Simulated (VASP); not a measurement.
Input of a VASP 6.6.1 run:

Contents of INCAR:

```
ALGO = Normal
EDIFF = 1E-6
ENCUT = 520
GGA = PE
ISIF = 2
ISMEAR = 0
LASPH = True
LCHARG = False
LREAL = False
LWAVE = False
NBANDS = 39
NELM = 60
PREC = Accurate
SIGMA = 0.1
```

File KPOINTS:

```
k-points
0
Gamma
  4 4 6
```

The input POSCAR:

```
ZrB2W3
1.0
    2.8705923900     -4.3774334400      0.0000000000
    2.8705923900      4.3774334400      0.0000000000
    0.0000000000      0.0000000000      2.8573785400
Zr B W
1 2 3
Direct
    0.5000000000      0.5000000000      0.0000000000
    0.2156325000      0.7843675000      0.0000000000
    0.7843675000      0.2156325000      0.0000000000
    0.0000000000      0.0000000000      0.0000000000
    0.5000000000      0.0000000000      0.5000000000
    0.0000000000      0.5000000000      0.5000000000
```

Potentials or basis: VASP PAW PBE potentials, release 64 (Zr_sv, B, W_sv).

Command:

```console
$ cat potpaw_PBE.64/Zr_sv/POTCAR potpaw_PBE.64/B/POTCAR potpaw_PBE.64/W_sv/POTCAR > POTCAR
$ mpirun -np 1 vasp_std > vasp.out
```

Predict the largest force.

4.578 eV/Å.

Estimate the band gap on the k mesh.

zero (bands 30 and 31 overlap by 1.53 eV).

Predict the pressure.

66.0 GPa.

Forces on the atoms (eV/Å):
```
Zr   0.000  0.000  0.000
B    0.000 -4.578  0.000
B    0.000  4.578  0.000
W    0.000  0.000  0.000
W    0.000  0.000  0.000
W    0.000  0.000  0.000
```

Caveat: the k points lie up to 0.37 Å⁻¹ apart, too coarse for converged energies and pressures of a metal; spin-orbit coupling is left out, which moves the levels of the heavy elements; forces of over 1 eV/Å act on the atoms, so gaps and moduli don't describe the material at rest.
